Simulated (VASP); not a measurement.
A run of VASP 6.6.1 is set up as follows.

INCAR

```
SYSTEM = Zr
PREC = Accurate
ENCUT = 500
EDIFF = 1E-6
ISMEAR = 1
SIGMA = 0.051
LREAL = .False.
LASPH = .True.
NELM = 200
ALGO = Normal
ISIF = 2
LWAVE = .False.
LCHARG = .False.
LMAXMIX = 4
LDAU = .True.
LDAUTYPE = 2
LDAUL = 2
LDAUU = 6.1
LDAUJ = 0
LDAUPRINT = 1
GGA = PE
NBANDS = 19
GGA_COMPAT = .False.
```

File KPOINTS:

```
Automatic mesh
0
Gamma
  6 6 4
  0 0 0
```

The input POSCAR:

```
Zr
1.0
    3.2392314131      0.0000000000      0.0000000000
   -1.6196157065      2.8052566925      0.0000000000
    0.0000000000      0.0000000000      5.1722200000
Zr
2
Direct
    0.3333333333      0.6666666667      0.2500000000
    0.6666666667      0.3333333333      0.7500000000
```

Potentials or basis: VASP PAW PBE potentials, release 64 (Zr_sv).

Launch:

```console
$ cat potpaw_PBE.64/Zr_sv/POTCAR > POTCAR
$ mpirun -np 1 vasp_std > vasp.out
```

(1) What does it give for the band gap on the k mesh?

(2) Predict the pressure.

Answers

(1) zero (band 12 reaches 11.08 eV, above the bottom of band 13 at 9.50 eV).

(2) 16.4 GPa.

Caveat: the k points lie up to 0.37 Å⁻¹ apart; U without spin polarisation on a metal has little footing; the U is typed as a test and isn't derived for this compound.
